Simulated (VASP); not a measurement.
## SnSe: single point with PBE

SnSe:

```
Sn Se
1.0
     0.00000    3.20767    3.20767
     3.20767    0.00000    3.20767
     3.08727    3.08727    0.12040
Sn Se
1 1
Direct
  0.00000 0.00000 0.00000
  0.50000 0.50000 0.50000
```

This cell differs from its parent crystal: strained.

```json
{
  "Program": "VASP 6.6.1",
  "Task": "single point",
  "Functional": "PBE",
  "Potentials or basis": "VASP PAW PBE potentials, release 64 (Sn_d, Se)",
  "Cutoff": "520 eV",
  "k mesh": "10 × 10 × 10",
  "Occupations": "gaussian, width 0.05 eV",
  "Spin": "no spin polarisation"
}
```

```json
{"Pressure": "-4.3 GPa", "Band gap on the k mesh": "zero (bands 10 and 11 overlap by 0.20 eV)"}
```

Stress tensor (GPa, compression positive):
```
-4.33  0.66 -0.66
 0.66 -4.33 -0.66
-0.66 -0.66 -4.33
```

Levels at points of the mesh, in eV from the Fermi level:
```tsv
k point	band 7	band 8	band 9	band 10	band 11	band 12	band 13	band 14
(0.00, 0.00, 0.00)	-5.60	-2.07	-2.07	-1.68	3.62	3.75	3.75	5.66
(0.50, 0.00, 0.00)	-7.64	-1.75	-1.59	-0.01	0.10	1.18	1.40	7.72
(0.50, 0.50, 0.00)	-6.14	-4.72	-3.33	-2.98	3.34	4.37	4.53	5.07
(0.00, 0.00, 0.50)	-7.40	-1.87	-1.87	-0.28	-0.21	0.93	0.93	7.89
```

Run time: 50 s on 1 thread of Intel(R) Xeon(R) Platinum 8488C (Sapphire Rapids), on a shared host, peak memory 0.28 GiB.

Caveat: the cell differs from its parent crystal (strained); the cell stands under tension; semilocal functionals underestimate gaps, and a narrow one can read as zero; spin-orbit coupling is left out, which moves the levels of the heavy elements.
